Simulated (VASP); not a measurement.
# Ti in VASP: further runs, part 2 of 2

VASP 6.6.1.

### Step 4. Electric field gradients, PBEsol (volume scaled by 1.04)

The input, INCAR:

```
SYSTEM = Ti
PREC = Accurate
ENCUT = 520
EDIFF = 1E-8
ISMEAR = -1
SIGMA = 0.08
LREAL = .False.
LASPH = .True.
NELM = 100
ALGO = Normal
ISIF = 2
LWAVE = .False.
LCHARG = .False.
GGA = PS
LEFG = .True.
NBANDS = 12
```

The input, KPOINTS:

```
Automatic mesh
0
Gamma
  17 17 17
  0 0 0
```

The input, POSCAR:

```
Ti
1.0
   -1.6625945817      1.6625945817      1.6625945817
    1.6625945817     -1.6625945817      1.6625945817
    1.6625945817      1.6625945817     -1.6625945817
Ti
1
Direct
    0.0000000000      0.0000000000      0.0000000000
```

Potentials or basis: VASP PAW PBE potentials, release 64 (Ti_sv).

Started as:

```bash
cat potpaw_PBE.64/Ti_sv/POTCAR > POTCAR
mpirun -np 1 vasp_std > vasp.out
```

OUTCAR:

```text
SYSTEM = Ti
   PREC = Accurate
   ENCUT = 520
   EDIFF = 1E-8
   ISMEAR = -1
   LREAL = .False.
   LASPH = .True.
   NELM = 100
   ISIF = 2
   GGA = PS

 ion  position               nearest neighbor table
   1  0.000  0.000  0.000-

  LATTYP: Found a body centered cubic cell.
 ALAT       =     3.3251891634

  Lattice vectors:

 A1 = (  -1.6625945817,   1.6625945817,   1.6625945817)
 A2 = (   1.6625945817,  -1.6625945817,   1.6625945817)
 A3 = (   1.6625945817,   1.6625945817,  -1.6625945817)

[... 564 lines left out ...]
    total drift:                               -0.000000      0.000000      0.000000

  FREE ENERGIE OF THE ION-ELECTRON SYSTEM (eV)
  ---------------------------------------------------
  free  energy   TOTEN  =        -8.1973366898 eV

  energy  without entropy=       -8.1440947019  energy(sigma->0) =       -8.17071570

 Electric field gradients (V/A^2)
---------------------------------------------------------------------
 ion       V_xx      V_yy      V_zz      V_xy      V_xz      V_yz
---------------------------------------------------------------------
   1      -0.000    -0.000    -0.000     0.001     0.001     0.001
---------------------------------------------------------------------

 Electric field gradients after diagonalization (V/A^2)
 (convention: |V_zz| > |V_xx| > |V_yy|)
----------------------------------------------------------------------
 ion       V_xx      V_yy      V_zz     asymmetry (V_yy - V_xx)/ V_zz
----------------------------------------------------------------------
   1      -0.001    -0.001     0.002       0.000
----------------------------------------------------------------------

           NMR quadrupolar parameters

 Cq : quadrupolar parameter    Cq=e*Q*V_zz/h
 eta: asymmetry parameters     (V_yy - V_xx)/ V_zz
 Q  : nuclear electric quadrupole moment in mb (millibarn)
----------------------------------------------------------------------
 ion       Cq(MHz)       eta       Q (mb)
----------------------------------------------------------------------
   1       0.000       0.000       1.000
----------------------------------------------------------------------
```

OSZICAR:

```text
N       E                     dE             d eps       ncg     rms          rms(c)
DAV:   1     0.872178888040E+02    0.87218E+02   -0.65258E+03  3984   0.119E+03
DAV:   2    -0.496626492397E+01   -0.92184E+02   -0.89730E+02  4048   0.297E+02
DAV:   3    -0.939341663090E+01   -0.44272E+01   -0.43686E+01  5484   0.659E+01
DAV:   4    -0.948779121974E+01   -0.94375E-01   -0.94208E-01  4540   0.845E+00
DAV:   5    -0.948999418391E+01   -0.22030E-02   -0.22028E-02  4660   0.118E+00    0.828E+00
DAV:   6    -0.819597090155E+01    0.12940E+01   -0.32542E+00  4268   0.245E+01    0.191E+00
DAV:   7    -0.819090595978E+01    0.50649E-02   -0.71682E-02  4612   0.260E+00    0.120E+00
DAV:   8    -0.819692332287E+01   -0.60174E-02   -0.33343E-02  4216   0.220E+00    0.103E-01
DAV:   9    -0.819730582476E+01   -0.38250E-03   -0.17976E-03  4812   0.436E-01    0.663E-02
DAV:  10    -0.819734407002E+01   -0.38245E-04   -0.27561E-04  4248   0.172E-01    0.178E-02
DAV:  11    -0.819733666144E+01    0.74086E-05   -0.35460E-05  4372   0.877E-02    0.100E-02
DAV:  12    -0.819733663217E+01    0.29278E-07   -0.25567E-06  5044   0.181E-02    0.646E-04
DAV:  13    -0.819733682746E+01   -0.19530E-06   -0.16978E-07  4580   0.428E-03    0.214E-03
DAV:  14    -0.819733669017E+01    0.13729E-06   -0.96618E-08  4176   0.424E-03    0.589E-05
DAV:  15    -0.819733668978E+01    0.39245E-09   -0.10446E-09  2372   0.397E-04
   1 F= -.81973367E+01 E0= -.81707157E+01  d E =-.532420E-01
```

It took 43 s on 1 thread of AMD EPYC 7R43 (Zen 3), shared host; peak memory 0.12 GiB.

What came out:

- Free energy: -8.1973 eV
- Pressure: -9.9 GPa
- Band gap on the k mesh: zero (band 6 reaches 8.32 eV, above the bottom of band 7 at 6.77 eV)

Caveat: without QUAD_EFG the Cq values of the log hold for a quadrupole moment of 1 mb, not for the nuclei; the PAW data sets were made with another functional, which shifts forces and pressure a little.

### Step 5. Electric field gradients, PBEsol (volume scaled by 1.06)

The input, INCAR:

```
ALGO = Normal ; EDIFF = 1E-8
ENCUT = 520 ; GGA = PS
ISIF = 2 ; ISMEAR = -1
LASPH = T ; LCHARG = F
LEFG = T ; LREAL = F
LWAVE = F ; NBANDS = 12
NELM = 80 ; PREC = Accurate
SIGMA = 0.08
```

The input, KPOINTS:

```
k-points
0
Gamma
  17 17 17
```

The input, POSCAR:

```
Ti
1.0
   -1.6731846416      1.6731846416      1.6731846416
    1.6731846416     -1.6731846416      1.6731846416
    1.6731846416      1.6731846416     -1.6731846416
Ti
1
Direct
    0.0000000000      0.0000000000      0.0000000000
```

Potentials or basis: VASP PAW PBE potentials, release 64 (Ti_sv).

Started as:

```bash
cat potpaw_PBE.64/Ti_sv/POTCAR > POTCAR
mpirun -np 1 vasp_std > vasp.out
```

OUTCAR:

```text
EDIFF = 1E-8
   ENCUT = 520
   GGA = PS
   ISIF = 2
   ISMEAR = -1
   LASPH = T
   LREAL = F
   NELM = 80
   PREC = Accurate

 ion  position               nearest neighbor table
   1  0.000  0.000  0.000-

  LATTYP: Found a body centered cubic cell.
 ALAT       =     3.3463692832

  Lattice vectors:

 A1 = (  -1.6731846416,   1.6731846416,   1.6731846416)
 A2 = (   1.6731846416,  -1.6731846416,   1.6731846416)
 A3 = (   1.6731846416,   1.6731846416,  -1.6731846416)

Analysis of symmetry for initial positions (statically):
=====================================================================
 Subroutine PRICEL returns:
 Original cell was already a primitive cell.

[... 543 lines left out ...]
  in kB     -113.0156855   -113.0156855   -113.0156855      0.0000000      0.0000000     -0.0000000
  external PRESSURE =    -113.0156855 kB  Pullay stress =       0.0000000 kB

 VOLUME and BASIS-vectors are now :
 -----------------------------------------------------------------------------
  energy-cutoff  :      520.00
  volume of cell :       18.74
      direct lattice vectors                 reciprocal lattice vectors
    -1.673184642  1.673184642  1.673184642     0.000000000  0.298831335  0.298831335
     1.673184642 -1.673184642  1.673184642     0.298831335  0.000000000  0.298831335
     1.673184642  1.673184642 -1.673184642     0.298831335  0.298831335  0.000000000

 POSITION                                       TOTAL-FORCE (eV/Angst)
 -----------------------------------------------------------------------------------
      0.00000      0.00000      0.00000         0.000000     -0.000000      0.000000
 -----------------------------------------------------------------------------------
    total drift:                                0.000000      0.000000      0.000000

  FREE ENERGIE OF THE ION-ELECTRON SYSTEM (eV)
  ---------------------------------------------------
  free  energy   TOTEN  =        -8.1740500602 eV

  energy  without entropy=       -8.1193671160  energy(sigma->0) =       -8.14670859

 Electric field gradients (V/A^2)
---------------------------------------------------------------------
 ion       V_xx      V_yy      V_zz      V_xy      V_xz      V_yz
---------------------------------------------------------------------
   1       0.000    -0.000     0.000     0.001     0.001     0.001
---------------------------------------------------------------------

 Electric field gradients after diagonalization (V/A^2)
 (convention: |V_zz| > |V_xx| > |V_yy|)
----------------------------------------------------------------------
 ion       V_xx      V_yy      V_zz     asymmetry (V_yy - V_xx)/ V_zz
----------------------------------------------------------------------
   1      -0.001    -0.001     0.002       0.000
----------------------------------------------------------------------

           NMR quadrupolar parameters

 Cq : quadrupolar parameter    Cq=e*Q*V_zz/h
 eta: asymmetry parameters     (V_yy - V_xx)/ V_zz
 Q  : nuclear electric quadrupole moment in mb (millibarn)
----------------------------------------------------------------------
 ion       Cq(MHz)       eta       Q (mb)
----------------------------------------------------------------------
   1       0.000       0.000       1.000
----------------------------------------------------------------------
```

OSZICAR:

```text
N       E                     dE             d eps       ncg     rms          rms(c)
DAV:   1     0.885267271692E+02    0.88527E+02   -0.64863E+03  3968   0.119E+03
DAV:   2    -0.494658639744E+01   -0.93473E+02   -0.91041E+02  4048   0.297E+02
DAV:   3    -0.940299696212E+01   -0.44564E+01   -0.44077E+01  5504   0.661E+01
DAV:   4    -0.950131817034E+01   -0.98321E-01   -0.98225E-01  4448   0.878E+00
DAV:   5    -0.950361679973E+01   -0.22986E-02   -0.22986E-02  4748   0.123E+00    0.818E+00
DAV:   6    -0.817341335229E+01    0.13302E+01   -0.34161E+00  4248   0.247E+01    0.187E+00
DAV:   7    -0.816839319455E+01    0.50202E-02   -0.71444E-02  4616   0.256E+00    0.118E+00
DAV:   8    -0.817364115074E+01   -0.52480E-02   -0.32374E-02  4228   0.219E+00    0.101E-01
DAV:   9    -0.817401914182E+01   -0.37799E-03   -0.16761E-03  4824   0.428E-01    0.643E-02
DAV:  10    -0.817405617004E+01   -0.37028E-04   -0.26683E-04  4248   0.167E-01    0.172E-02
DAV:  11    -0.817405008669E+01    0.60834E-05   -0.35602E-05  4412   0.873E-02    0.104E-02
DAV:  12    -0.817405001164E+01    0.75054E-07   -0.28118E-06  5016   0.195E-02    0.643E-04
DAV:  13    -0.817405017094E+01   -0.15931E-06   -0.14857E-07  4560   0.410E-03    0.185E-03
DAV:  14    -0.817405005762E+01    0.11333E-06   -0.78743E-08  4224   0.393E-03    0.298E-05
DAV:  15    -0.817405006022E+01   -0.25973E-08   -0.74978E-10  2220   0.350E-04
   1 F= -.81740501E+01 E0= -.81467086E+01  d E =-.546829E-01
```

stdout:

```text
POSCAR found type information on POSCAR Ti
 POSCAR found :  1 types and       1 ions
 scaLAPACK will be used
 -----------------------------------------------------------------------------
|                                                                             |
|                                                                             |
|     You enforced a specific xc type in the INCAR file but a different       |
|     I HOPE YOU KNOW WHAT YOU ARE DOING!                                     |
|                                                                             |
 -----------------------------------------------------------------------------

 LDA part: xc-table for (Slater+PW92), standard interpolation
 POSCAR, INCAR and KPOINTS ok, starting setup
 FFT: planning ... GRIDC
 FFT: planning ... GRID_SOFT
 FFT: planning ... GRID
 WAVECAR not read
 entering main loop
ion   1
```

Run time: 43 s. Hardware: 1 thread of AMD EPYC 7R43 (Zen 3), shared host; peak memory 0.12 GiB.

Results:

| Quantity | Value |
| --- | --- |
| Free energy | -8.1741 eV |
| Pressure | -11.3 GPa |
| Band gap on the k mesh | zero (band 6 reaches 8.11 eV, above the bottom of band 7 at 6.60 eV) |

Levels at points of the mesh, in eV from the Fermi level:
| k point | band 3 | band 4 | band 5 | band 6 | band 7 | band 8 | band 9 | band 10 |
| --- | --- | --- | --- | --- | --- | --- | --- | --- |
| (0.00, 0.00, 0.00) | -32.48 | -32.48 | -5.78 | 0.91 | 0.91 | 0.91 | 2.52 | 2.52 |

Caveat: without QUAD_EFG the Cq values of the log hold for a quadrupole moment of 1 mb, not for the nuclei; the PAW data sets were made with another functional, which shifts forces and pressure a little.

### Step 6. Electric field gradients, PBEsol (zz strain of -2 %)

The input, INCAR:

```
SYSTEM = Ti
PREC = Accurate
ENCUT = 520
EDIFF = 1E-8
ISMEAR = -1
SIGMA = 0.08
LREAL = .False.
LASPH = .True.
NELM = 80
ALGO = Normal
ISIF = 2
LWAVE = .False.
LCHARG = .False.
GGA = PS
LEFG = .True.
NBANDS = 12
```

The input, KPOINTS:

```
Automatic mesh
0
Gamma
  17 17 17
  0 0 0
```

The input, POSCAR:

```
Ti
1.0
   -1.6410000000      1.6410000000      1.6081800000
    1.6410000000     -1.6410000000      1.6081800000
    1.6410000000      1.6410000000     -1.6081800000
Ti
1
Direct
    0.0000000000      0.0000000000      0.0000000000
```

Potentials or basis: VASP PAW PBE potentials, release 64 (Ti_sv).

Started as:

```bash
cat potpaw_PBE.64/Ti_sv/POTCAR > POTCAR
mpirun -np 1 vasp_std > vasp.out
```

OUTCAR:

```text
SYSTEM = Ti
   PREC = Accurate
   ENCUT = 520
   EDIFF = 1E-8
   ISMEAR = -1
   LREAL = .False.
   LASPH = .True.
   NELM = 80
   ISIF = 2
   GGA = PS

 ion  position               nearest neighbor table
   1  0.000  0.000  0.000-

  LATTYP: Found a body centered tetragonal cell.
 ALAT       =     3.2820000000
 C/A-ratio  =     0.9800000000

  Lattice vectors:

 A1 = (  -1.6410000000,   1.6410000000,   1.6081800000)
 A2 = (   1.6410000000,  -1.6410000000,   1.6081800000)
 A3 = (   1.6410000000,   1.6410000000,  -1.6081800000)

Analysis of symmetry for initial positions (statically):
=====================================================================
 Subroutine PRICEL returns:
 Original cell was already a primitive cell.

 Routine SETGRP: Setting up the symmetry group for a
 body centered tetragonal supercell.

 Subroutine GETGRP returns: Found 16 space group operations
 (whereof 16 operations were pure point group operations)
 out of a pool of 16 trial point group operations.

The static configuration has the point symmetry D_4h.

Analysis of symmetry for dynamics (positions and initial velocities):
=====================================================================
 Subroutine PRICEL returns:
 Original cell was already a primitive cell.

 Routine SETGRP: Setting up the symmetry group for a
 body centered tetragonal supercell.

 Subroutine GETGRP returns: Found 16 space group operations
 (whereof 16 operations were pure point group operations)
 out of a pool of 16 trial point group operations.

The dynamic configuration has the point symmetry D_4h.

 Subroutine INISYM returns: Found 16 space group operations
 (whereof 16 operations are pure point group operations),
[... 154 lines left out ...]
      4     -24.2545      2.00000
      5       2.0255      2.00000
      6       8.8750      0.00003
      7       9.0210      0.00000
      8       9.0210      0.00000
      9      10.6596      0.00000
     10      10.8309      0.00000
     11      25.3035      0.00000
     12      25.3035      0.00000
[... 331 lines left out ...]
 k-point    24 :      -0.1176    0.0588   -0.0000
  band No.  band energies     occupation
      1     -48.2945      2.00000
      2     -24.3263      2.00000
      3     -24.2707      2.00000
      4     -24.2605      2.00000
      5       2.3761      2.00000
      6       8.7983      0.00008
      7       8.9103      0.00002
      8       9.2604      0.00000
      9      10.5111      0.00000
     10      10.8160      0.00000
     11      24.8177      0.00000
     12      25.3401      0.00000

 [... further k-points ...]
[... 5 lines left out ...]
  --------------------------------------------------------------------------------------
  -------------------------------------------------------------------------------------
  Total       -0.5026503     -0.5026503     -0.5581543      0.0000000      0.0000000      0.0000000
  in kB      -46.4905580    -46.4905580    -51.6241671      0.0000000      0.0000000      0.0000000
  external PRESSURE =     -48.2017610 kB  Pullay stress =       0.0000000 kB

 VOLUME and BASIS-vectors are now :
 -----------------------------------------------------------------------------
  energy-cutoff  :      520.00
  volume of cell :       17.32
      direct lattice vectors                 reciprocal lattice vectors
    -1.641000000  1.641000000  1.608180000     0.000000000  0.304692261  0.310910470
     1.641000000 -1.641000000  1.608180000     0.304692261  0.000000000  0.310910470
     1.641000000  1.641000000 -1.608180000     0.304692261  0.304692261  0.000000000

 POSITION                                       TOTAL-FORCE (eV/Angst)
 -----------------------------------------------------------------------------------
      0.00000      0.00000      0.00000        -0.000000      0.000000     -0.000000
 -----------------------------------------------------------------------------------
    total drift:                               -0.000000      0.000000      0.000000

  FREE ENERGIE OF THE ION-ELECTRON SYSTEM (eV)
  ---------------------------------------------------
  free  energy   TOTEN  =        -8.2468446694 eV

  energy  without entropy=       -8.1978106225  energy(sigma->0) =       -8.22232765

 Electric field gradients (V/A^2)
---------------------------------------------------------------------
 ion       V_xx      V_yy      V_zz      V_xy      V_xz      V_yz
---------------------------------------------------------------------
   1      -0.104    -0.104     0.208     0.000     0.000     0.000
---------------------------------------------------------------------

 Electric field gradients after diagonalization (V/A^2)
 (convention: |V_zz| > |V_xx| > |V_yy|)
----------------------------------------------------------------------
 ion       V_xx      V_yy      V_zz     asymmetry (V_yy - V_xx)/ V_zz
----------------------------------------------------------------------
   1      -0.104    -0.104     0.208       0.003
----------------------------------------------------------------------

           NMR quadrupolar parameters

 Cq : quadrupolar parameter    Cq=e*Q*V_zz/h
 eta: asymmetry parameters     (V_yy - V_xx)/ V_zz
 Q  : nuclear electric quadrupole moment in mb (millibarn)
----------------------------------------------------------------------
 ion       Cq(MHz)       eta       Q (mb)
----------------------------------------------------------------------
   1       0.001       0.003       1.000
----------------------------------------------------------------------
```

stdout:

```text
POSCAR found type information on POSCAR Ti
 POSCAR found :  1 types and       1 ions
 scaLAPACK will be used
 -----------------------------------------------------------------------------
|                                                                             |
|                                                                             |
|     You enforced a specific xc type in the INCAR file but a different       |
|     I HOPE YOU KNOW WHAT YOU ARE DOING!                                     |
|                                                                             |
 -----------------------------------------------------------------------------

 LDA part: xc-table for (Slater+PW92), standard interpolation
 POSCAR, INCAR and KPOINTS ok, starting setup
 FFT: planning ... GRIDC
 FFT: planning ... GRID_SOFT
 FFT: planning ... GRID
 WAVECAR not read
 entering main loop
ion   1
```

It took 1.8 min on 1 thread of AMD EPYC 7R43 (Zen 3), shared host; peak memory 0.16 GiB.

What came out:

```
Free energy            : -8.2468 eV
Pressure               : -4.8 GPa
Band gap on the k mesh : zero (band 6 reaches 8.97 eV, above the bottom of band 7 at 7.38 eV)
```

Caveat: the cell differs from its parent crystal (zz strain of -2 %); without QUAD_EFG the Cq values of the log hold for a quadrupole moment of 1 mb, not for the nuclei; the PAW data sets were made with another functional, which shifts forces and pressure a little.

### Step 7. The runs side by side

```tsv
cell	gap on the mesh (eV)	pressure (GPa)
a = 2.861 Å, angles 109.5°, 1 atom	none	-8.4
a = 2.880 Å, angles 109.5°, 1 atom	none	-9.9
a = 2.898 Å, angles 109.5°, 1 atom	none	-11.3
a = 2.823 Å, angles 108.9, 108.9, 110.6°, 1 atom	none	-4.8
```

Alike in all rows: task electric field gradients; level PBEsol; potentials or basis VASP PAW PBE potentials, release 64 (Ti_sv); no spin polarisation; k mesh 17 × 17 × 17; cutoff (eV) 520; smearing fermi-dirac 0.08 eV.

Caveats: the PAW data sets were made with another functional, which shifts forces and pressure a little.

Absolute energies hang on the potentials; compare differences alone.
